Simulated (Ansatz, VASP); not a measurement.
# Two plane-wave programs on Pd3PbC

```xyz
5
Lattice="4.2358 0.0000 0.0000 0.0000 4.2358 0.0000 0.0000 0.0000 4.2358" Properties=species:S:1:pos:R:3 pbc="T T T"
Pd    0.0000    2.1179    2.1179
Pd    2.1179    2.1179    0.0000
Pd    2.1179    0.0000    2.1179
Pb    0.0000    0.0000    0.0000
C     2.1179    2.1179    2.1179
```

Alike in both runs: functional PBE; dispersion D3(BJ); k mesh 6 × 6 × 6; occupations methfessel-paxton of order 1, width 0.1 eV; no spin polarisation.

Ansatz relaxed the structure, and its values are those at the end. VASP's run is a single point on that final structure, the one shown.

```csv
,VASP,Ansatz
version,VASP 6.6.1,Ansatz 0.2.0
potentials or method,"VASP PAW PBE potentials, release 64 (Pd, Pb_d, C), cutoff 520 eV","plane waves, PAW"
valence electrons in the cell,48,72
```

|  | VASP | Ansatz | Ansatz less VASP |
| --- | --- | --- | --- |
| pressure (GPa) | 0.0 | 0.0 | -0.01 |

VASP's potentials hold 48 valence electrons a cell and Ansatz's 72, so a difference there can come from the potentials and not from the codes.

Spin-orbit coupling is off throughout.
